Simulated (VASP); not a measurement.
# AlFe in VASP: notebook

Runs on AlFe. Level: PBEsol. Tasks: single point.

Everything below comes from runs of VASP 6.6.1. Logs are shortened: lines on timing, memory, paths and dates and some standing lists are left out, and cuts for length are marked.

## 1. The cell of the first run

It takes space group Pm-3m (No. 221, cubic). The conventional cell has a = 2.919 Å, b = 2.919 Å, c = 2.919 Å, α = 90.00°, β = 90.00°, γ = 90.00°. Within 3.3 Å of Al (site symmetry m-3m) lie 8 Fe at 2.53 Å and 6 Al at 2.92 Å. Within 3.3 Å of Fe (site symmetry m-3m) lie 8 Al at 2.53 Å and 6 Fe at 2.92 Å.

## 2. Single point, PBEsol, collinear spin, ferromagnetic start (12.44 Å³/atom)

The input, INCAR:

```
ALGO = Normal
EDIFF = 1E-6
ENCUT = 520
GGA = PS
ISIF = 2
ISMEAR = 0
ISPIN = 2
LASPH = True
LCHARG = True
LELF = True
LMAXMIX = 4
LORBIT = 11
LREAL = False
LVHAR = True
LWAVE = False
MAGMOM = 0 0.75
NBANDS = 16
NELM = 150
PREC = Accurate
SIGMA = 0.15
```

The input, KPOINTS:

```
k-points
0
Gamma
  18 18 18
```

The input, POSCAR:

```
AlFe
1.0
    2.9189406303      0.0000000000      0.0000000000
    0.0000000000      2.9189406303      0.0000000000
    0.0000000000      0.0000000000      2.9189406303
Al Fe
1 1
Direct
    0.0000000000      0.0000000000      0.0000000000
    0.5000000000      0.5000000000      0.5000000000
```

Potentials or basis: VASP PAW PBE potentials, release 64 (Al, Fe).

Command:

```
$ cat potpaw_PBE.64/Al/POTCAR potpaw_PBE.64/Fe/POTCAR > POTCAR
$ mpirun -np 1 vasp_std > vasp.out
```

OUTCAR:

```text
EDIFF = 1E-6
   ENCUT = 520
   GGA = PS
   ISIF = 2
   ISMEAR = 0
   ISPIN = 2
   LASPH = True
   LORBIT = 11
   LREAL = False
   NELM = 150
   PREC = Accurate

 ion  position               nearest neighbor table
   1  0.000  0.000  0.000-   2 2.53   2 2.53   2 2.53   2 2.53   2 2.53   2 2.53   2 2.53   2 2.53

   2  0.500  0.500  0.500-   1 2.53   1 2.53   1 2.53   1 2.53   1 2.53   1 2.53   1 2.53   1 2.53

  LATTYP: Found a simple cubic cell.
 ALAT       =     2.9189406303

  Lattice vectors:

 A1 = (   2.9189406303,   0.0000000000,   0.0000000000)
 A2 = (   0.0000000000,   2.9189406303,   0.0000000000)
 A3 = (   0.0000000000,   0.0000000000,   2.9189406303)

Analysis of symmetry for initial positions (statically):
=====================================================================
 Subroutine PRICEL returns:
 Original cell was already a primitive cell.

 Routine SETGRP: Setting up the symmetry group for a
 simple cubic supercell.

 Subroutine GETGRP returns: Found 48 space group operations
 (whereof 48 operations were pure point group operations)
 out of a pool of 48 trial point group operations.

The static configuration has the point symmetry O_h .

Analysis of symmetry for dynamics (positions and initial velocities):
=====================================================================
 Subroutine PRICEL returns:
 Original cell was already a primitive cell.

 Routine SETGRP: Setting up the symmetry group for a
 simple cubic supercell.

 Subroutine GETGRP returns: Found 48 space group operations
 (whereof 48 operations were pure point group operations)
 out of a pool of 48 trial point group operations.

The dynamic configuration has the point symmetry O_h .

Analysis of structural, dynamic, and magnetic symmetry:
=====================================================================
 Subroutine PRICEL returns:
 Original cell was already a primitive cell.

 Routine SETGRP: Setting up the symmetry group for a
 simple cubic supercell.

 Subroutine GETGRP returns: Found 48 space group operations
 (whereof 48 operations were pure point group operations)
 out of a pool of 48 trial point group operations.

The overall configuration has the point symmetry O_h .

 Subroutine INISYM returns: Found 48 space group operations
 (whereof 48 operations are pure point group operations),
 and found     1 'primitive' translations

----------------------------------------------------------------------------------------

                                     Primitive cell

  volume of cell :      24.8700

  direct lattice vectors                    reciprocal lattice vectors
     2.918940630  0.000000000  0.000000000     0.342590044  0.000000000  0.000000000
     0.000000000  2.918940630  0.000000000     0.000000000  0.342590044  0.000000000
     0.000000000  0.000000000  2.918940630     0.000000000  0.000000000  0.342590044

  length of vectors
     2.918940630  2.918940630  2.918940630     0.342590044  0.342590044  0.342590044

  position of ions in fractional coordinates (direct lattice)
     0.000000000  0.000000000  0.000000000
     0.500000000  0.500000000  0.500000000

  ion indices of the primitive-cell ions
   primitive index   ion index
                 1           1
                 2           2

----------------------------------------------------------------------------------------

 KPOINTS: k-points

Automatic generation of k-mesh.
 Grid dimensions read from file:
 generate k-points for:   18   18   18

 Generating k-lattice:

  Cartesian coordinates                     Fractional coordinates (reciprocal lattice)
     0.019032780  0.000000000  0.000000000     0.055555556  0.000000000  0.000000000
     0.000000000  0.019032780  0.000000000     0.000000000  0.055555556  0.000000000
     0.000000000  0.000000000  0.019032780     0.000000000  0.000000000  0.055555556

  Length of vectors
     0.019032780  0.019032780  0.019032780

  Shift w.r.t. Gamma in fractional coordinates (k-lattice)
     0.000000000  0.000000000  0.000000000

 Subroutine IBZKPT returns following result:
 ===========================================

 Found    220 irreducible k-points:

 Following reciprocal coordinates:
            Coordinates               Weight
  0.000000  0.000000  0.000000      1.000000
  0.055556  0.000000  0.000000      6.000000
  0.111111  0.000000  0.000000      6.000000
  0.166667  0.000000  0.000000      6.000000
  0.222222  0.000000  0.000000      6.000000
  0.277778  0.000000  0.000000      6.000000
[... 16 lines left out ...]
  0.277778  0.111111  0.000000     24.000000
  0.333333  0.111111  0.000000     24.000000
 [... further k-points ...]
   k-points           NKPTS =    220   k-points in BZ     NKDIM =    220   number of bands    NBANDS=     16
   number of dos      NEDOS =    301   number of ions     NIONS =      2
   total plane-waves  NPLWV =  13824
   dimension x,y,z NGX =    24 NGY =   24 NGZ =   24
   dimension x,y,z NGXF=    48 NGYF=   48 NGZF=   48
   ions per type =               1   1
   NGX,Y,Z   is equivalent  to a cutoff of  13.67, 13.67, 13.67 a.u.
   NGXF,Y,Z  is equivalent  to a cutoff of  27.34, 27.34, 27.34 a.u.
 SYSTEM =  unknown system
   PREC   = accura    normal or accurate (medium, high low for compatibility)
   ISTART =      0    job   : 0-new  1-cont  2-samecut
   ICHARG =      2    charge: 1-file 2-atom 10-const
   ISPIN  =      2    spin polarized calculation?
   LNONCOLLINEAR =      F non collinear calculations
   LSORBIT =      F    spin-orbit coupling
   LASPH  =      T    aspherical Exc in radial PAW
   ENCUT  =  520.0 eV  38.22 Ry    6.18 a.u.   5.43  5.43  5.43*2*pi/ulx,y,z
   NELM   =    150;   NELMIN=  2; NELMDL= -5     # of ELM steps
   EDIFF  = 0.1E-05   stopping-criterion for ELM
   LREAL  =      F    real-space projection
   EDIFFG = 0.1E-04   stopping-criterion for IOM
   NSW    =      0    number of steps for IOM
   IBRION =     -1    ionic relax: 0-MD 1-quasi-New 2-CG
   NFREE  =      0    steps in history (QN), initial steepest desc. (CG)
   ISIF   =      2    stress and relaxation
   ISYM   =      2    0-nonsym 1-usesym 2-fastsym
   POTIM  = 0.5000    time-step for ionic-motion
   TEBEG  =    0.0;   TEEND  =   0.0 temperature during run
   PSTRESS=    0.0 pullay stress
   NELECT =      11.0000    total number of electrons
   NUPDOWN=      -1.0000    fix difference up-down
   EMIN   =  10.00;   EMAX   =-10.00  energy-range for DOS
   EFERMI =   0.00;   METHOD = LEGACY
   ISMEAR =     0;   SIGMA  =   0.15  broadening in eV -4-tet -1-fermi 0-gaus
   EFERMI_NEDOS =   21; number of points for ismear=-14 and -15
   IALGO  =     38    algorithm
   IMIX   =      4    mixing-type and parameters
     AMIX     =   0.40;   BMIX     =  1.00
     AMIX_MAG =   1.60;   BMIX_MAG =  1.00
  volume/ion in A,a.u.               =      12.44        83.92
  Fermi-wavevector in a.u.,A,eV,Ry     =   1.247327  2.357107 21.168293  1.555826
  Thomas-Fermi vector in A             =   2.381465
   LORBIT       =     11    0 simple, 1 ext, 2 COOP (PROOUT), +10 PAW based schemes
   GGA     = PS    functional components
   LHFCALC =     F    Hartree Fock is set to
   AEXX    =    0.0000 exact exchange contribution
   IVDW    =     0    specifies the selected vdW correction
   LEPSILON=     F    determine dielectric tensor
   LRPA    =     F    only Hartree local field effects (RPA)
 spin polarized calculation
 Gauss-broadening in eV      SIGMA  =   0.15
  energy-cutoff  :      520.00
  volume of cell :       24.87
 maximum number of plane-waves:       695
 NGX is ok and might be reduce to    24
   NGX = 11   NGY = 11   NGZ = 11

 number of electron      10.9999996 magnetization       0.7330623

 Free energy of the ion-electron system (eV)
  ---------------------------------------------------
  ext. energy  EPLUGINS =         0.00000000
  ---------------------------------------------------
  free energy    TOTEN  =       -13.67135014 eV

  energy without entropy =      -13.64593920  energy(sigma->0) =      -13.65864467

 E-fermi :   7.4668     XC(G=0): -12.0392

 val. band max:        7.4607642104   @ k =   0.5000   0.3333   0.2222
 cond. band min:       7.4689829951   @ k =   0.4444   0.2222   0.1111
 fundamental gap:      0.0082187847
 Fermi energy:         7.4668447067

 spin component 1

 k-point     1 :       0.0000    0.0000    0.0000
  band No.  band energies     occupation
      1      -2.7194      1.00000
      2       5.0191      1.00000
      3       5.0191      1.00000
      4       7.0455      0.99996
      5       7.0455      0.99996
      6       7.0455      0.99996
[... 8 lines left out ...]
     15      28.5922      0.00000
     16      30.5689      0.00000
[... 419 lines left out ...]
 k-point    24 :       0.3333    0.1111    0.0000
  band No.  band energies     occupation
      1      -0.5645      1.00000
      2       3.9463      1.00000
      3       5.4527      1.00000
      4       6.2489      1.00000
      5       6.3709      1.00000
      6       7.0243      0.99998
[... 8 lines left out ...]
     15      27.3009      0.00000
     16      27.3552      0.00000

 [... further k-points ...]

 spin component 2

 k-point     1 :       0.0000    0.0000    0.0000
  band No.  band energies     occupation
      1      -2.7072      1.00000
      2       5.4482      1.00000
      3       5.4482      1.00000
      4       7.8842      0.00004
      5       7.8842      0.00004
      6       7.8842      0.00004
[... 8 lines left out ...]
     15      28.6348      0.00000
     16      30.5570      0.00000
[... 419 lines left out ...]
 k-point    24 :       0.3333    0.1111    0.0000
  band No.  band energies     occupation
      1      -0.5517      1.00000
      2       4.1026      1.00000
      3       5.9217      1.00000
      4       6.9466      1.00000
      5       7.1212      0.99944
      6       7.8592      0.00011
[... 8 lines left out ...]
     15      27.3113      0.00000
     16      27.4228      0.00000

 [... further k-points ...]

------------------------ aborting loop because EDIFF is reached ----------------------------------------

  FORCE on cell =-STRESS in cart. coord.  units (eV):
  Direction    XX          YY          ZZ          XY          YZ          ZX
  --------------------------------------------------------------------------------------
  -------------------------------------------------------------------------------------
  Total       -1.8801453     -1.8801453     -1.8801453      0.0000000      0.0000000     -0.0000000
  in kB     -121.1228831   -121.1228831   -121.1228831      0.0000000      0.0000000     -0.0000000
  external PRESSURE =    -121.1228831 kB  Pullay stress =       0.0000000 kB

 VOLUME and BASIS-vectors are now :
 -----------------------------------------------------------------------------
  energy-cutoff  :      520.00
  volume of cell :       24.87
      direct lattice vectors                 reciprocal lattice vectors
     2.918940630  0.000000000  0.000000000     0.342590044  0.000000000  0.000000000
     0.000000000  2.918940630  0.000000000     0.000000000  0.342590044  0.000000000
     0.000000000  0.000000000  2.918940630     0.000000000  0.000000000  0.342590044

 POSITION                                       TOTAL-FORCE (eV/Angst)
 -----------------------------------------------------------------------------------
      0.00000      0.00000      0.00000         0.000000      0.000000      0.000000
      1.45947      1.45947      1.45947         0.000000      0.000000      0.000000
 -----------------------------------------------------------------------------------
    total drift:                                0.000000     -0.000000     -0.000000

  FREE ENERGIE OF THE ION-ELECTRON SYSTEM (eV)
  ---------------------------------------------------
  free  energy   TOTEN  =       -13.6713501401 eV

  energy  without entropy=      -13.6459391977  energy(sigma->0) =      -13.65864467

 total charge

# of ion       s       p       d       tot
------------------------------------------
    1        0.393   0.415   0.000   0.809
    2        0.417   0.470   6.450   7.336
--------------------------------------------------
tot          0.810   0.885   6.450   8.145

 magnetization (x)

# of ion       s       p       d       tot
------------------------------------------
    1       -0.008  -0.017   0.000  -0.025
    2       -0.001   0.006   0.774   0.779
--------------------------------------------------
tot         -0.009  -0.011   0.774   0.754
```

Wall time 2.5 min (1 thread of Intel Xeon 8259CL, shared host); peak memory 0.26 GiB.

Results:

* Free energy: -13.6714 eV
* Pressure: -12.1 GPa
* Net moment: 0.73 μB per cell
* Site moments: Al -0.03; Fe +0.78 μB
* Valence electrons inside the program's atomic spheres: Al 0.81; Fe 7.34

Caveat: the cell stands under tension; the PAW data sets were made with another functional, which shifts forces and pressure a little.

## 3. Single point, PBEsol, collinear spin, ferromagnetic start (13.36 Å³/atom)

This run uses another cell than the first one, of 13.36 Å³/atom.

The input, INCAR:

```
PREC = Accurate
ENCUT = 520
EDIFF = 1E-6
ISMEAR = 0
SIGMA = 0.15
LREAL = False
LASPH = True
NELM = 150
ALGO = Normal
ISIF = 2
LWAVE = False
LCHARG = False
ISPIN = 2
MAGMOM = 0 0.75
LORBIT = 11
LMAXMIX = 4
GGA = PS
NBANDS = 16
```

The input, KPOINTS:

```
regular mesh
0
Gamma
  18 18 18
```

The input, POSCAR:

```
AlFe
1.0
    2.9892951811      0.0000000000      0.0000000000
    0.0000000000      2.9892951811      0.0000000000
    0.0000000000      0.0000000000      2.9892951811
Al Fe
1 1
Direct
    0.0000000000      0.0000000000      0.0000000000
    0.5000000000      0.5000000000      0.5000000000
```

Potentials or basis: VASP PAW PBE potentials, release 64 (Al, Fe).

Command:

```
$ cat potpaw_PBE.64/Al/POTCAR potpaw_PBE.64/Fe/POTCAR > POTCAR
$ mpirun -np 1 vasp_std > vasp.out
```

Wall time 2.4 min (1 thread of Intel Xeon 8259CL, shared host); peak memory 0.26 GiB.

Results (log left out):

```
Free energy                                           : -13.4822 eV
Pressure                                              : -20.1 GPa
Net moment                                            : 0.79 μB per cell
Site moments                                          : Al -0.03; Fe +0.85 μB
Valence electrons inside the program's atomic spheres : Al 0.77; Fe 7.21
```

Levels at points of the mesh, in eV from the Fermi level:
Spin up:
| k point | band 3 | band 4 | band 5 | band 6 | band 7 | band 8 | band 9 | band 10 |
| --- | --- | --- | --- | --- | --- | --- | --- | --- |
| (0.00, 0.00, 0.00) | -2.30 | -0.52 | -0.52 | -0.52 | 5.62 | 5.62 | 5.62 | 8.65 |
| (0.50, 0.00, 0.00) | -1.80 | -1.32 | -1.32 | -0.42 | 0.50 | 8.41 | 10.19 | 10.19 |
| (0.50, 0.50, 0.00) | -2.06 | -2.06 | -1.10 | -1.10 | 0.13 | 2.60 | 3.16 | 11.43 |
| (0.50, 0.50, 0.50) | -3.31 | 0.16 | 0.16 | 2.73 | 2.73 | 2.73 | 3.16 | 5.12 |
Spin down:
| k point | band 3 | band 4 | band 5 | band 6 | band 7 | band 8 |
| --- | --- | --- | --- | --- | --- | --- |
| (0.00, 0.00, 0.00) | -1.81 | 0.39 | 0.39 | 0.39 | 5.63 | 5.63 |
| (0.50, 0.00, 0.00) | -1.23 | -0.53 | -0.53 | 0.50 | 1.15 | 8.30 |
| (0.50, 0.50, 0.00) | -2.07 | -1.99 | -0.27 | -0.27 | 0.83 | 3.01 |
| (0.50, 0.50, 0.50) | -2.86 | 0.87 | 0.87 | 2.79 | 2.79 | 2.79 |

Caveat: the cell stands under tension; the PAW data sets were made with another functional, which shifts forces and pressure a little.

## 4. Single point, PBEsol, collinear spin, ferromagnetic start (9.67 Å³/atom)

This run uses another cell than the first one, of 9.67 Å³/atom.

The input, INCAR:

```
ALGO = Normal ; EDIFF = 1E-6
ENCUT = 520 ; GGA = PS
ISIF = 2 ; ISMEAR = 0
ISPIN = 2 ; LASPH = T
LCHARG = F ; LMAXMIX = 4
LORBIT = 11 ; LREAL = F
LWAVE = F ; MAGMOM = 0 0.75
NBANDS = 16 ; NELM = 150
PREC = Accurate ; SIGMA = 0.15
```

The input, KPOINTS:

```
k-points
0
Gamma
  18 18 18
```

The input, POSCAR:

```
AlFe
1.0
    2.7686190544      0.0000000000      0.0000000000
    0.0000000000      2.7686190544      0.0000000000
    0.0000000000      0.0000000000      2.5235962681
Al Fe
1 1
Direct
    0.0000000000      0.0000000000      0.0000000000
    0.5000000000      0.5000000000      0.5000000000
```

Command:

```
$ cat potpaw_PBE.64/Al/POTCAR potpaw_PBE.64/Fe/POTCAR > POTCAR
$ mpirun -np 1 vasp_std > vasp.out
```

Wall time 2.2 min (1 thread of Intel Xeon 6975P-C (Granite Rapids), shared host); peak memory 0.36 GiB.

Results (log left out):

```
Free energy                                           : -13.1761 eV
Pressure                                              : 49.9 GPa
Net moment                                            : 0.57 μB per cell
Site moments                                          : Al -0.01; Fe +0.59 μB
Valence electrons inside the program's atomic spheres : Al 0.98; Fe 7.94
```

Stress tensor (GPa, compression positive):
```
42.13  0.00  0.00
 0.00 42.13  0.00
 0.00  0.00 65.50
```

Levels at points of the mesh, in eV from the Fermi level:
Spin up:
```tsv
k point	band 2	band 3	band 4	band 5	band 6	band 7	band 8	band 9	band 10	band 11
(0.00, 0.00, 0.00)	-3.44	-3.23	-0.42	-0.07	-0.07	6.46	6.46	10.18	10.41	10.46
(0.50, 0.00, 0.00)	-7.02	-2.55	-1.69	-0.93	0.05	1.05	8.92	11.29	13.28	14.80
(0.50, 0.50, 0.00)	-3.32	-2.79	-2.79	-0.79	-0.79	0.51	3.58	5.16	17.54	19.02
(0.00, 0.00, 0.50)	-5.84	-2.27	-1.83	-1.83	-0.12	2.21	9.09	11.54	11.54	14.37
(0.50, 0.00, 0.50)	-3.08	-2.30	-1.68	-1.61	-1.26	0.85	4.77	6.05	14.65	17.11
(0.50, 0.50, 0.50)	-4.46	-4.26	0.62	1.07	3.13	3.13	3.66	6.48	6.81	7.85
```
Spin down:
| k point | band 1 | band 2 | band 3 | band 4 | band 5 | band 6 | band 7 | band 8 | band 9 | band 10 |
| --- | --- | --- | --- | --- | --- | --- | --- | --- | --- | --- |
| (0.00, 0.00, 0.00) | -11.59 | -3.13 | -2.96 | 0.06 | 0.67 | 0.67 | 6.51 | 6.51 | 10.33 | 10.49 |
| (0.50, 0.00, 0.00) | -7.07 | -6.92 | -2.22 | -1.28 | -0.25 | 0.81 | 1.47 | 8.88 | 11.39 | 13.39 |
| (0.50, 0.50, 0.00) | -5.87 | -3.08 | -2.75 | -2.75 | -0.10 | -0.10 | 0.99 | 3.85 | 5.49 | 17.54 |
| (0.00, 0.00, 0.50) | -6.56 | -5.81 | -1.89 | -1.21 | -1.21 | 0.37 | 2.59 | 9.05 | 11.60 | 11.60 |
| (0.50, 0.00, 0.50) | -5.31 | -2.82 | -2.28 | -1.64 | -0.97 | -0.83 | 1.28 | 5.06 | 6.52 | 14.64 |
| (0.50, 0.50, 0.50) | -4.07 | -4.07 | -4.02 | 1.10 | 1.48 | 3.20 | 3.20 | 3.76 | 6.46 | 7.07 |

Caveat: the cell stands under pressure; the PAW data sets were made with another functional, which shifts forces and pressure a little.

## 5. Overview

```tsv
cell	gap on the mesh (eV)	pressure (GPa)	moment (μB)
a = 2.919 Å, 2 atoms	none	-12.1	0.73
a = 2.989 Å, 2 atoms	none	-20.1	0.79
a = 2.769, b = 2.769, c = 2.524 Å, 2 atoms	none	49.9	0.57
```

Alike in all rows: task single point; level PBEsol; potentials or basis VASP PAW PBE potentials, release 64 (Al, Fe); spin collinear, ferromagnetic start; k mesh 18 × 18 × 18; cutoff (eV) 520; smearing gaussian 0.15 eV.

Caveats: the PAW data sets were made with another functional, which shifts forces and pressure a little; the cell stands under tension (at least some runs); the cell stands under pressure (at least some runs).

Absolute energies hang on the potentials; compare differences alone.
